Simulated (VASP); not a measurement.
AlGa3N4: single point with r2SCAN

AlGa3N4:

```
CELL_PARAMETERS angstrom
4.33138 0.00000 0.00000
0.00000 4.33138 0.00000
0.00000 0.00000 4.54572
ATOMIC_POSITIONS crystal
Al 0.00000 0.00000 0.00000
Ga 0.50000 0.50000 0.00000
Ga 0.50000 0.00000 0.50000
Ga 0.00000 0.50000 0.50000
N 0.75548 0.75548 0.24485
N 0.75548 0.24452 0.75515
N 0.24452 0.75548 0.75515
N 0.24452 0.24452 0.24485
```

This cell differs from its parent crystal: biaxial strain in the a-b plane: -3.0 %.

| Property | Result |
| --- | --- |
| Program | VASP 6.6.1 |
| Task | single point |
| Functional | r2SCAN |
| Potentials or basis | VASP PAW PBE potentials, release 64 (Al, Ga_d, N) |
| Cutoff | 520 eV |
| k mesh | 6 × 6 × 6 |
| Occupations | gaussian, width 0.02 eV |
| Spin | no spin polarisation |
| Dipole correction | no |
| Further INCAR settings | ALGO = Normal; EDIFF = 1e-07; NBANDS = 41 |

```yaml
Pressure: 10.1 GPa
Largest_force: 0.094 eV/Å
Band_gap_on_the_k_mesh: 3.04 eV
```

Forces in eV/Å, atoms in the order of the input:
```
Al   0.000  0.000  0.000
Ga   0.000  0.000  0.000
Ga   0.000  0.000  0.000
Ga   0.000  0.000  0.000
N    0.060  0.060 -0.040
N    0.060 -0.060  0.040
N   -0.060  0.060  0.040
N   -0.060 -0.060 -0.040
```

Stress tensor (GPa, compression positive):
```
12.46  0.00  0.00
 0.00 12.46  0.00
 0.00  0.00  5.33
```

Levels at points of the mesh, in eV from the valence-band top:
| k point | band 27 | band 28 | band 29 | band 30 | band 31 | band 32 | band 33 | band 34 | band 35 | band 36 |
| --- | --- | --- | --- | --- | --- | --- | --- | --- | --- | --- |
| (0.00, 0.00, 0.00) | -2.46 | -2.46 | -0.24 | 0.00 | 0.00 | 3.04 | 3.78 | 3.78 | 4.11 | 7.05 |
| (0.50, 0.00, 0.00) | -2.87 | -1.83 | -1.71 | -1.48 | -1.36 | 5.60 | 5.73 | 6.94 | 6.99 | 8.59 |
| (0.50, 0.50, 0.00) | -3.45 | -0.89 | -0.89 | -0.89 | -0.50 | 7.63 | 7.89 | 7.89 | 8.21 | 8.45 |
| (0.00, 0.00, 0.50) | -3.17 | -1.51 | -1.51 | -1.16 | -1.16 | 5.52 | 5.58 | 6.55 | 6.55 | 8.84 |
| (0.50, 0.00, 0.50) | -3.16 | -1.26 | -1.25 | -1.17 | -0.83 | 7.50 | 7.69 | 7.74 | 7.93 | 8.01 |
| (0.50, 0.50, 0.50) | -1.07 | -0.77 | -0.77 | -0.67 | -0.59 | 5.75 | 5.75 | 5.79 | 7.06 | 9.93 |

Run time: 3.4 min on 1 thread of Intel(R) Xeon(R) 6975P-C (Granite Rapids), on a shared host, peak memory 0.27 GiB.

Caveat: the cell differs from its parent crystal (biaxial strain in the a-b plane: -3.0 %); the stress differs along the axes, from 5 to 12 GPa; the PAW data sets were made with another functional, which shifts forces and pressure a little.
